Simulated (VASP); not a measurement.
## SrO: single point with r2SCAN

The system is SrO.

```
Sr O
1.0
     3.54693    0.00000    0.00000
    -1.77347    3.07173    0.00000
     0.00000    0.00000    6.20857
Sr O
2 2
Direct
  0.00000 0.00000 0.00000
  0.33333 0.66667 0.50000
  0.66667 0.33333 0.25000
  0.66667 0.33333 0.75000
```

```json
{
 "Program": "VASP 6.6.1",
 "Task": "single point",
 "Functional": "r2SCAN",
 "Potentials or basis": "VASP PAW PBE potentials, release 64 (Sr_sv, O)",
 "Cutoff": "520 eV",
 "k mesh": "6 × 6 × 6",
 "Occupations": "gaussian, width 0.02 eV",
 "Spin": "no spin polarisation"
}
```

```
Pressure               : 0.6 GPa
Band gap on the k mesh : 3.49 eV, indirect (least direct gap 3.70 eV)
```

Levels at points of the mesh, in eV from the valence-band top:
| k point | band 14 | band 15 | band 16 | band 17 | band 18 | band 19 |
| --- | --- | --- | --- | --- | --- | --- |
| (0.00, 0.00, 0.00) | -0.80 | -0.80 | 0.00 | 3.70 | 5.46 | 5.68 |
| (0.50, 0.00, 0.00) | -1.37 | -0.55 | -0.25 | 3.49 | 6.18 | 6.56 |
| (0.00, 0.00, 0.50) | -0.95 | -0.95 | -0.95 | 5.19 | 5.19 | 6.56 |
| (0.50, 0.00, 0.50) | -1.26 | -1.00 | -1.00 | 4.75 | 4.75 | 7.31 |

Wall time 80 s on 1 thread of Intel(R) Xeon(R) 6975P-C (Granite Rapids) (shared host), peak memory 0.22 GiB.

Caveat: the PAW data sets were made with another functional, which shifts forces and pressure a little. r2SCAN opens gaps a little over a GGA but as a rule still falls short of measured ones.
